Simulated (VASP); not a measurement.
Write the native input for VASP 6.6.1 that does the following.

* Task: single point
* Functional: PBEsol
* Potentials or basis: VASP PAW PBE potentials, release 64 (Eu, S)
* Cutoff: 600 eV
* k mesh: 7 × 7 × 7
* Occupations: fermi-dirac, width 0.3 eV
* Spin: collinear spin, ferromagnetic start
* Starting moments: [4.9, 0.0] μB
* Hubbard terms: Eu f U = 6.0 eV
* Dipole correction: no
* Further INCAR settings: ALGO = Normal; EDIFF = 1e-06; NBANDS = 22

The structure of EuS lies in POSCAR:

```
EuS
1.0
    0.0000000000      2.9785000000      2.9785000000
    2.9785000000      0.0000000000      2.9785000000
    2.9785000000      2.9785000000      0.0000000000
Eu S
1 1
Direct
    0.0000000000      0.0000000000      0.0000000000
    0.5000000000      0.5000000000      0.5000000000
```

These files were run (other wordings do the same):

INCAR

```
  ALGO = Normal
  EDIFF = 1E-6
  ENCUT = 600
  GGA = PS
  GGA_COMPAT = F
  ISIF = 2
  ISMEAR = -1
  ISPIN = 2
  LASPH = T
  LCHARG = T
  LDAU = T
  LDAUJ = 0 0
  LDAUL = 3 -1
  LDAUPRINT = 1
  LDAUTYPE = 2
  LDAUU = 6 0
  LELF = T
  LMAXMIX = 6
  LORBIT = 11
  LREAL = F
  LVHAR = T
  LWAVE = F
  MAGMOM = 4.9 0
  NBANDS = 22
  NELM = 200
  PREC = Accurate
  SIGMA = 0.3
```

KPOINTS

```
k-points
0
Gamma
  7 7 7
```

Potentials or basis: VASP PAW PBE potentials, release 64 (Eu, S).

Command:

```console
$ cat potpaw_PBE.64/Eu/POTCAR potpaw_PBE.64/S/POTCAR > POTCAR
$ mpirun -np 1 vasp_std > vasp.out
```

Results of the run:

```yaml
Pressure: -2.4 GPa
Net_moment: 6.97 μB per cell
Site_moments: Eu +6.70; S -0.07 μB
Valence_electrons_inside_the_program's_atomic_spheres: Eu 14.82; S 3.73
```

Caveat: so wide a smearing shifts energies and pressures; the PAW data sets were made with another functional, which shifts forces and pressure a little; a cell with one magnetic atom can't hold antiferromagnetic order, which such compounds often take.

Run time: 87 s on 1 thread of AMD EPYC 7R43 64-Core Processor (Zen 3) (shared host), peak memory 0.24 GiB.
